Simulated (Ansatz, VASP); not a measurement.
**TiO2 in VASP and in Ansatz**

The input POSCAR:

```
TiO2
1.0
   -1.9456413795      1.9456413795      4.9351408754
    1.9456413795     -1.9456413795      4.9351408754
    1.9456413795      1.9456413795     -4.9351408754
Ti O
2 4
Direct
    0.0000000000      0.0000000000      0.0000000000
    0.7500000000      0.2500000000      0.5000000000
    0.2073045411      0.2073045411      0.0000000000
    0.9573045411      0.4573045411      0.5000000000
    0.5426954589      0.0426954589      0.5000000000
    0.7926954589      0.7926954589      0.0000000000
```

The input INCAR.step1:

```
ALGO = Normal ; EDIFF = 1E-4
ENCUT = 520 ; GGA = PE
ISMEAR = 0 ; LASPH = T
LCHARG = F ; LREAL = F
LWAVE = T ; NBANDS = 33
NELM = 100 ; PREC = Accurate
SIGMA = 0.05
```

Contents of INCAR.step2:

```
ALGO = Normal ; EDIFF = 1E-7
ENCUT = 520 ; ISIF = 2
ISMEAR = 0 ; ISTART = 1
LASPH = T ; LCHARG = T
LELF = T ; LMIXTAU = T
LREAL = F ; LVHAR = T
LWAVE = F ; METAGGA = R2SCAN
NBANDS = 33 ; NELM = 100
PREC = Accurate ; SIGMA = 0.05
```

Contents of KPOINTS:

```
k-points
0
Gamma
  8 8 8
```

Input for Ansatz:

```yaml
crystal:
  lattice:
    - [-1.9456413795, 1.9456413795, 4.9351408754]
    - [1.9456413795, -1.9456413795, 4.9351408754]
    - [1.9456413795, 1.9456413795, -4.9351408754]
  atoms:
    - { symbol: Ti, position: [0.0, 0.0, 0.0] }
    - { symbol: Ti, position: [0.75, 0.25, 0.5] }
    - { symbol: O, position: [0.2073045411, 0.2073045411, 0.0] }
    - { symbol: O, position: [0.9573045411, 0.4573045411, 0.5] }
    - { symbol: O, position: [0.5426954589, 0.0426954589, 0.5] }
    - { symbol: O, position: [0.7926954589, 0.7926954589, 0.0] }
basis:
  ecutwfc: 500
kpoints:
  mp_grid: { grid: [8, 8, 8] }
hamiltonian:
  xc: r2scan
scf:
  occupations: { method: gaussian, width: 0.05 }
output:
  forces: true
  stress: true
  eigenvalues: true
```

Change from the starting cell: strain +0.030 along x and y, +0.030 along z, atoms carried along.

Alike in both runs: task single point; functional r2SCAN; k mesh 8 × 8 × 8; occupations gaussian, width 0.05 eV; no spin polarisation.

|  | VASP | Ansatz |
| --- | --- | --- |
| version | VASP 6.6.1 | Ansatz 0.2.0 |
| potentials or method | VASP PAW PBE potentials, release 64 (Ti_sv, O), cutoff 520 eV | scalar-relativistic, plane waves, PAW |
| valence electrons in the cell | 48 | 48 |

Ansatz gave:

```
gap on the k mesh at the Fermi level (eV)                     : 2.32
least direct gap on the mesh (eV)                             : 2.61
pressure (GPa)                                                : -16.7
traceless stress, the component that is largest in VASP (GPa) : -0.55
rms of the force components (eV/Å)                            : 0.219
```

Estimate VASP's values.

gap on the k mesh at the Fermi level (eV): 2.34; least direct gap on the mesh (eV): 2.64; pressure (GPa): -15.8; traceless stress, the component that is largest in VASP (GPa): -0.67; rms of the force components (eV/Å): 0.208.

VASP's potentials were made for PBE, not for r2SCAN. Atom by atom the forces differ by 0.011 eV/Å (rms over components).
